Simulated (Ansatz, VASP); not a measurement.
## I in VASP and in Ansatz

```
CELL_PARAMETERS angstrom
3.58149 -2.16013 0.00000
3.58149 2.16013 0.00000
0.00000 0.00000 9.53408
ATOMIC_POSITIONS crystal
I 0.82114 0.17886 0.87691
I 0.32114 0.67886 0.62309
I 0.17886 0.82114 0.12309
I 0.67886 0.32114 0.37691
```

Alike in both runs: functional LDA; k mesh 8 × 8 × 4; occupations gaussian, width 0.02 eV; no spin polarisation.

Ansatz relaxed the structure, and its values are those at the end. VASP's run is a single point on that final structure, the one shown.

|  | VASP | Ansatz |
| --- | --- | --- |
| version | VASP 6.6.1 | Ansatz 0.2.0 |
| potentials or method | VASP PAW LDA potentials, release 64 (I), cutoff 520 eV | scalar-relativistic, plane waves, PAW |
| valence electrons in the cell | 28 | 68 |

|  | VASP | Ansatz | Ansatz less VASP |
| --- | --- | --- | --- |
| gap on the k mesh at the Fermi level (eV) | 0.69 | 0.69 | -0.002 |
| least direct gap on the mesh (eV) | 1.06 | 1.06 | -0.001 |
| pressure (GPa) | 0.0 | 0.0 | 0.00 |
| rms of the force components (eV/Å) | 0.005 | 0.002 | -0.0034 |

LDA's correlation is that of Perdew and Zunger in VASP and of Perdew and Wang (1992) in Ansatz. VASP's potentials hold 28 valence electrons a cell and Ansatz's 68, so a difference there can come from the potentials and not from the codes.

Neither program's run includes spin-orbit coupling.
